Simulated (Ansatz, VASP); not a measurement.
**CdSe: VASP beside Ansatz**

```
CELL_PARAMETERS angstrom
0.00000 3.07027 3.00887
3.07027 0.00000 3.00887
3.07027 3.07027 0.00000
ATOMIC_POSITIONS crystal
Cd 0.00000 0.00000 0.00000
Se 0.25000 0.25000 0.25000
```

Change from the starting cell: zz strain of -2 %, crystal datasets.

Alike in both runs: task electric field gradients; functional PBE; k mesh 8 × 8 × 8; occupations fermi-dirac, width 0.03 eV; no spin polarisation.

|  | VASP | Ansatz |
| --- | --- | --- |
| version | VASP 6.6.1 | Ansatz 0.2.0 |
| potentials or method | VASP PAW PBE potentials, release 64 (Cd, Se), cutoff 520 eV | all-electron PAW with datasets made for the crystal, scalar-relativistic |

```csv
,VASP,Ansatz,Ansatz less VASP
pressure (GPa),2.7,2.4,-0.29
"traceless stress, the component that is largest in VASP (GPa)",0.19,0.19,+0.003
size of Vzz on the site where it differs most (V/Å²),6.0,6.3,+0.31
```

Ansatz ran all-electron here, and VASP with PAW potentials.
